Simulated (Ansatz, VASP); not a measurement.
Hf2TiB2 in VASP and in Ansatz

```xyz
5
Lattice="4.5193 0.0000 0.0000 -2.2596 3.9138 0.0000 0.0000 0.0000 4.5925" Properties=species:S:1:pos:R:3 pbc="T T T"
Hf    0.0000    2.6092    0.0000
Hf    2.2596    1.3046    0.0000
Ti    0.0000    0.0000    2.2962
B     0.0000    2.6092    2.2962
B     2.2596    1.3046    2.2962
```

Alike in both runs: task single point; functional PBE; k mesh 6 × 6 × 4; occupations gaussian, width 0.1 eV; collinear spin.

|  | VASP | Ansatz |
| --- | --- | --- |
| version | VASP 6.6.1 | Ansatz 0.2.0 |
| potentials or method | VASP PAW PBE potentials, release 64 (Hf_pv, Ti_sv, B), cutoff 520 eV | scalar-relativistic, plane waves, PAW |
| valence electrons in the cell | 38 | 70 |

Ansatz gave:

- gap on the k mesh at the Fermi level (eV): none
- pressure (GPa): 0.3
- traceless stress, the component that is largest in VASP (GPa): -0.13
- net moment per atom (μB): 0.15
- size of the moment on the site where the two differ most (μB): 0.49

Question: Which values does VASP return?

Answer: gap on the k mesh at the Fermi level (eV): none; pressure (GPa): 0.3; traceless stress, the component that is largest in VASP (GPa): 0.52; net moment per atom (μB): 0.15; size of the moment on the site where the two differ most (μB): 0.53.

Site moments also hang on the region over which each program counts them. A gap of «none» marks a metal or a gap that the smearing closes. VASP's potentials hold 38 valence electrons a cell and Ansatz's 70, so a difference there can come from the potentials and not from the codes.

Neither program's run includes spin-orbit coupling.
